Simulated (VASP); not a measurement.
# CaO (R3m) in VASP: further runs

The runs below take CaO through single point, with PBE.

Everything below comes from runs of VASP 6.6.1. Logs are shortened: lines on timing, memory, paths and dates and some standing lists are left out, and cuts for length are marked.

## 1. The cell of the first run

It takes space group R3m (No. 160, trigonal). Conventional cell: a = 3.686 Å, b = 3.686 Å, c = 8.940 Å, α = 90.00°, β = 90.00°, γ = 120.00°. Ca (site symmetry 3m) has 4 O at 2.25 Å within 3.0 Å. O (site symmetry 3m) has 4 Ca at 2.25 Å within 3.0 Å.

## 2. Single point, PBE (strain along [111] -1.0%)

File INCAR:

```
ALGO = Normal
EDIFF = 1E-6
ENCUT = 520
GGA = PE
ISIF = 2
ISMEAR = -1
LASPH = T
LCHARG = F
LREAL = F
LWAVE = F
NBANDS = 15
NELM = 100
PREC = Accurate
SIGMA = 0.02
```

File KPOINTS:

```
k-points
0
Gamma
  8 8 8
```

File POSCAR:

```
CaO
1.0
   -0.0173782116      2.5893535300      2.5893535300
    2.5893535300     -0.0173782116      2.5893535300
    2.5893535300      2.5893535300     -0.0173782116
Ca O
1 1
Direct
   -0.0006219345     -0.0006219345     -0.0006219345
    0.2506219345      0.2506219345      0.2506219345
```

Potentials or basis: VASP PAW PBE potentials, release 64 (Ca_sv, O).

Run with:

```sh
$ cat potpaw_PBE.64/Ca_sv/POTCAR potpaw_PBE.64/O/POTCAR > POTCAR
$ mpirun -np 1 vasp_std > vasp.out
```

OUTCAR:

```text
EDIFF = 1E-6
   ENCUT = 520
   GGA = PE
   ISIF = 2
   ISMEAR = -1
   LASPH = T
   LREAL = F
   NELM = 100
   PREC = Accurate

 ion  position               nearest neighbor table
   1  0.999  0.999  0.999-   2 2.25   2 2.25   2 2.25   2 2.25
   2  0.251  0.251  0.251-   1 2.25   1 2.25   1 2.25   1 2.25

  LATTYP: Found a trigonal (rhomboedric) cell.
 ALAT       =     3.6619401154
 COS(alpha) =     0.4932774813

  Lattice vectors:

 A1 = (  -0.0173782116,   2.5893535300,   2.5893535300)
 A2 = (   2.5893535300,  -0.0173782116,   2.5893535300)
 A3 = (   2.5893535300,   2.5893535300,  -0.0173782116)

Analysis of symmetry for initial positions (statically):
=====================================================================
 Subroutine PRICEL returns:
 Original cell was already a primitive cell.

 Routine SETGRP: Setting up the symmetry group for a
 trigonal (rhombohedral) supercell.

 Subroutine GETGRP returns: Found  6 space group operations
 (whereof  6 operations were pure point group operations)
 out of a pool of 12 trial point group operations.

The static configuration has the point symmetry C_3v.

Analysis of symmetry for dynamics (positions and initial velocities):
=====================================================================
 Subroutine PRICEL returns:
 Original cell was already a primitive cell.

 Routine SETGRP: Setting up the symmetry group for a
 trigonal (rhombohedral) supercell.

 Subroutine GETGRP returns: Found  6 space group operations
 (whereof  6 operations were pure point group operations)
 out of a pool of 12 trial point group operations.

The dynamic configuration has the point symmetry C_3v.

 Subroutine INISYM returns: Found  6 space group operations
 (whereof  6 operations are pure point group operations),
 and found     1 'primitive' translations

----------------------------------------------------------------------------------------

                                     Primitive cell

  volume of cell :      35.0715

  direct lattice vectors                    reciprocal lattice vectors
    -0.017378212  2.589353530  2.589353530    -0.191165240  0.192456897  0.192456897
     2.589353530 -0.017378212  2.589353530     0.192456897 -0.191165240  0.192456897
     2.589353530  2.589353530 -0.017378212     0.192456897  0.192456897 -0.191165240

  length of vectors
     3.661940115  3.661940115  3.661940115     0.332601057  0.332601057  0.332601057

  position of ions in fractional coordinates (direct lattice)
     0.999378065  0.999378065  0.999378065
     0.250621935  0.250621935  0.250621935

  ion indices of the primitive-cell ions
   primitive index   ion index
                 1           1
                 2           2

----------------------------------------------------------------------------------------

 KPOINTS: k-points

Automatic generation of k-mesh.
 Grid dimensions read from file:
 generate k-points for:    8    8    8

 Generating k-lattice:

  Cartesian coordinates                     Fractional coordinates (reciprocal lattice)
    -0.023895655  0.024057112  0.024057112     0.125000000  0.000000000 -0.000000000
     0.024057112 -0.023895655  0.024057112     0.000000000  0.125000000 -0.000000000
     0.024057112  0.024057112 -0.023895655     0.000000000  0.000000000  0.125000000

  Length of vectors
     0.041575132  0.041575132  0.041575132

  Shift w.r.t. Gamma in fractional coordinates (k-lattice)
     0.000000000  0.000000000  0.000000000

 Subroutine IBZKPT returns following result:
 ===========================================

 Found     65 irreducible k-points:

 Following reciprocal coordinates:
            Coordinates               Weight
  0.000000  0.000000  0.000000      1.000000
  0.125000  0.000000  0.000000      6.000000
  0.250000  0.000000  0.000000      6.000000
  0.375000  0.000000  0.000000      6.000000
  0.500000  0.000000  0.000000      3.000000
  0.125000  0.125000  0.000000      6.000000
[... 16 lines left out ...]
  0.250000  0.125000  0.125000      6.000000
  0.375000  0.125000  0.125000      6.000000
 [... further k-points ...]
   k-points           NKPTS =     65   k-points in BZ     NKDIM =     65   number of bands    NBANDS=     15
   number of dos      NEDOS =    301   number of ions     NIONS =      2
   total plane-waves  NPLWV =  21952
   dimension x,y,z NGX =    28 NGY =   28 NGZ =   28
   dimension x,y,z NGXF=    56 NGYF=   56 NGZF=   56
   ions per type =               1   1
   NGX,Y,Z   is equivalent  to a cutoff of  12.71, 12.71, 12.71 a.u.
   NGXF,Y,Z  is equivalent  to a cutoff of  25.42, 25.42, 25.42 a.u.
 SYSTEM =  unknown system
   PREC   = accura    normal or accurate (medium, high low for compatibility)
   ISTART =      0    job   : 0-new  1-cont  2-samecut
   ICHARG =      2    charge: 1-file 2-atom 10-const
   ISPIN  =      1    spin polarized calculation?
   LNONCOLLINEAR =      F non collinear calculations
   LSORBIT =      F    spin-orbit coupling
   LASPH  =      T    aspherical Exc in radial PAW
   ENCUT  =  520.0 eV  38.22 Ry    6.18 a.u.   6.81  6.81  6.81*2*pi/ulx,y,z
   NELM   =    100;   NELMIN=  2; NELMDL= -5     # of ELM steps
   EDIFF  = 0.1E-05   stopping-criterion for ELM
   LREAL  =      F    real-space projection
   EDIFFG = 0.1E-04   stopping-criterion for IOM
   NSW    =      0    number of steps for IOM
   IBRION =     -1    ionic relax: 0-MD 1-quasi-New 2-CG
   NFREE  =      0    steps in history (QN), initial steepest desc. (CG)
   ISIF   =      2    stress and relaxation
   ISYM   =      2    0-nonsym 1-usesym 2-fastsym
   POTIM  = 0.5000    time-step for ionic-motion
   TEBEG  =    0.0;   TEEND  =   0.0 temperature during run
   PSTRESS=    0.0 pullay stress
   NELECT =      16.0000    total number of electrons
   NUPDOWN=      -1.0000    fix difference up-down
   EMIN   =  10.00;   EMAX   =-10.00  energy-range for DOS
   EFERMI =   0.00;   METHOD = LEGACY
   ISMEAR =    -1;   SIGMA  =   0.02  broadening in eV -4-tet -1-fermi 0-gaus
   EFERMI_NEDOS =   21; number of points for ismear=-14 and -15
   IALGO  =     38    algorithm
   IMIX   =      4    mixing-type and parameters
     AMIX     =   0.40;   BMIX     =  1.00
     AMIX_MAG =   1.60;   BMIX_MAG =  1.00
  volume/ion in A,a.u.               =      17.54       118.34
  Fermi-wavevector in a.u.,A,eV,Ry     =   1.260269  2.381564 21.609850  1.588279
  Thomas-Fermi vector in A             =   2.393788
   LORBIT       =      0    0 simple, 1 ext, 2 COOP (PROOUT), +10 PAW based schemes
   GGA     = PE    functional components
   LHFCALC =     F    Hartree Fock is set to
   AEXX    =    0.0000 exact exchange contribution
   IVDW    =     0    specifies the selected vdW correction
   LEPSILON=     F    determine dielectric tensor
   LRPA    =     F    only Hartree local field effects (RPA)
 non-spin polarized calculation
  energy-cutoff  :      520.00
  volume of cell :       35.07
 maximum number of plane-waves:       954
   NGX = 13   NGY = 13   NGZ = 13

 number of electron      15.9999998 magnetization

 Free energy of the ion-electron system (eV)
  ---------------------------------------------------
  ext. energy  EPLUGINS =         0.00000000
  ---------------------------------------------------
  free energy    TOTEN  =       -12.43284687 eV

  energy without entropy =      -12.43284687  energy(sigma->0) =      -12.43284687

 E-fermi :   1.0949     XC(G=0):  -9.0855

 val. band max:        0.5311420298   @ k =   0.5000   0.5000   0.0000
 cond. band min:       3.8870994660   @ k =   0.0000   0.0000   0.0000
 fundamental gap:      3.3559574362
 Fermi energy:         1.0948875859

 k-point     1 :       0.0000    0.0000    0.0000
  band No.  band energies     occupation
      1     -36.5805      2.00000
      2     -17.5189      2.00000
      3     -17.5182      2.00000
      4     -17.5182      2.00000
      5     -14.2820      2.00000
      6      -0.1278      2.00000
      7      -0.1278      2.00000
      8      -0.0924      2.00000
      9       3.8871      0.00000
     10       8.5389      0.00000
     11       8.5389      0.00000
     12      10.1960      0.00000
     13      10.1960      0.00000
     14      10.1975      0.00000
     15      17.0961      0.00000

 k-point     2 :       0.1250    0.0000    0.0000
  band No.  band energies     occupation
      1     -36.5737      2.00000
      2     -17.6455      2.00000
      3     -17.5269      2.00000
      4     -17.5260      2.00000
      5     -14.1570      2.00000
      6      -0.2936      2.00000
      7      -0.0817      2.00000
      8      -0.0530      2.00000
      9       4.4322      0.00000
     10       8.3585      0.00000
     11       8.3756      0.00000
     12       9.9656      0.00000
     13      10.3422      0.00000
     14      10.3519      0.00000
     15      15.4683      0.00000

 k-point     3 :       0.2500    0.0000    0.0000
  band No.  band energies     occupation
      1     -36.5571      2.00000
      2     -17.9173      2.00000
      3     -17.5467      2.00000
      4     -17.5450      2.00000
      5     -13.8972      2.00000
      6      -0.5006      2.00000
      7       0.0227      2.00000
      8       0.0429      2.00000
      9       5.5575      0.00000
     10       8.1684      0.00000
     11       8.2215      0.00000
     12       9.5054      0.00000
     13      10.4089      0.00000
     14      10.4438      0.00000
     15      13.4915      0.00000
[... 343 lines left out ...]
 k-point    23 :       0.2500    0.1250    0.1250
  band No.  band energies     occupation
      1     -36.5631      2.00000
      2     -17.8006      2.00000
      3     -17.5646      2.00000
      4     -17.5311      2.00000
      5     -13.9923      2.00000
      6      -0.4429      2.00000
      7      -0.0285      2.00000
      8       0.0044      2.00000
      9       5.1655      0.00000
     10       7.9484      0.00000
     11       8.3805      0.00000
     12       9.8283      0.00000
     13      10.3002      0.00000
     14      10.5508      0.00000
     15      14.7238      0.00000

 k-point    24 :       0.3750    0.1250    0.1250
  band No.  band energies     occupation
      1     -36.5465      2.00000
      2     -18.0303      2.00000
      3     -17.6075      2.00000
      4     -17.5501      2.00000
      5     -13.7552      2.00000
      6      -0.5120      2.00000
      7       0.0645      2.00000
      8       0.0788      2.00000
      9       6.0951      0.00000
     10       7.8217      0.00000
     11       8.2512      0.00000
     12       9.5124      0.00000
     13      10.3518      0.00000
     14      10.5398      0.00000
     15      13.3424      0.00000

 [... further k-points ...]
[... 5 lines left out ...]
  --------------------------------------------------------------------------------------
  -------------------------------------------------------------------------------------
  Total        0.5903966      0.5903966      0.5903966      0.0519330      0.0519330      0.0519330
  in kB       26.9711970     26.9711970     26.9711970      2.3724631      2.3724631      2.3724631
  external PRESSURE =      26.9711970 kB  Pullay stress =       0.0000000 kB

 VOLUME and BASIS-vectors are now :
 -----------------------------------------------------------------------------
  energy-cutoff  :      520.00
  volume of cell :       35.07
      direct lattice vectors                 reciprocal lattice vectors
    -0.017378212  2.589353530  2.589353530    -0.191165240  0.192456897  0.192456897
     2.589353530 -0.017378212  2.589353530     0.192456897 -0.191165240  0.192456897
     2.589353530  2.589353530 -0.017378212     0.192456897  0.192456897 -0.191165240

 POSITION                                       TOTAL-FORCE (eV/Angst)
 -----------------------------------------------------------------------------------
      5.15812      5.15812      5.15812        -0.001048     -0.001048     -0.001048
      1.29354      1.29354      1.29354         0.001048      0.001048      0.001048
 -----------------------------------------------------------------------------------
    total drift:                               -0.000016     -0.000016     -0.000016

  FREE ENERGIE OF THE ION-ELECTRON SYSTEM (eV)
  ---------------------------------------------------
  free  energy   TOTEN  =       -12.4328468660 eV

  energy  without entropy=      -12.4328468660  energy(sigma->0) =      -12.43284687
```

Wall time 54 s (1 thread of Intel Xeon 8259CL, shared host); peak memory 0.18 GiB.

Results:

| Property | Result |
| --- | --- |
| Free energy | -12.4328 eV |
| Pressure | 2.7 GPa |
| Band gap on the k mesh | 3.36 eV (least direct gap 3.98 eV) |

Levels at points of the mesh, in eV from the valence-band top:
```csv
k point,band 4,band 5,band 6,band 7,band 8,band 9,band 10,band 11,band 12,band 13
"(0.00, 0.00, 0.00)",-18.05,-14.81,-0.66,-0.66,-0.62,3.36,8.01,8.01,9.66,9.66
"(0.50, 0.00, 0.00)",-18.10,-14.13,-1.01,-0.38,-0.37,6.16,7.85,7.97,8.29,9.41
"(0.50, 0.50, 0.00)",-18.19,-13.93,-1.46,-0.01,0.00,4.95,6.66,9.06,9.39,9.40
"(0.50, 0.50, 0.50)",-18.11,-14.15,-0.98,-0.40,-0.40,6.18,7.92,7.92,8.29,9.46
```

Caveat: the cell differs from its parent crystal (strain along [111] -1.0%). A k mesh can miss the band edges.

## 3. Single point, PBE (epitaxial 111 strain +0.5%)

File INCAR:

```
SYSTEM = CaO
PREC = Accurate ; ENCUT = 520
EDIFF = 1E-6 ; ISMEAR = -1
SIGMA = 0.02 ; LREAL = .FALSE.
LASPH = .TRUE. ; NELM = 80
ALGO = Normal ; ISIF = 2
LWAVE = .FALSE. ; LCHARG = .TRUE.
GGA = PE ; LELF = .TRUE.
LVHAR = .TRUE. ; NBANDS = 15
```

File KPOINTS:

```
regular mesh
0
G
  8 8 8
  0 0 0
```

File POSCAR:

```
CaO
1.0
   -0.0165744609      2.6031909394      2.6031909394
    2.6031909394     -0.0165744609      2.6031909394
    2.6031909394      2.6031909394     -0.0165744609
Ca O
1 1
Direct
   -0.0005640819     -0.0005640819     -0.0005640819
    0.2505640819      0.2505640819      0.2505640819
```

Potentials or basis: VASP PAW PBE potentials, release 64 (Ca_sv, O).

Run with:

```sh
$ cat potpaw_PBE.64/Ca_sv/POTCAR potpaw_PBE.64/O/POTCAR > POTCAR
$ mpirun -np 1 vasp_std > vasp.out
```

It took 62 s on 1 thread of Intel Xeon 8259CL, shared host; peak memory 0.18 GiB.

The run converged. Its results:

```
Free energy            : -12.4403 eV
Pressure               : 1.4 GPa
Band gap on the k mesh : 3.30 eV (least direct gap 3.90 eV)
```

Stress tensor (GPa, compression positive):
```
1.40 0.23 0.23
0.23 1.40 0.23
0.23 0.23 1.40
```

Levels at points of the mesh, in eV from the valence-band top:
```tsv
k point	band 6	band 7	band 8	band 9	band 10	band 11
(0.00, 0.00, 0.00)	-0.63	-0.63	-0.60	3.30	7.94	7.94
(0.50, 0.00, 0.00)	-1.00	-0.36	-0.35	6.11	7.79	7.90
(0.50, 0.50, 0.00)	-1.42	-0.01	0.00	4.92	6.61	8.98
(0.50, 0.50, 0.50)	-0.97	-0.38	-0.38	6.12	7.85	7.85
```

Caveat: the cell differs from its parent crystal (epitaxial 111 strain +0.5%).
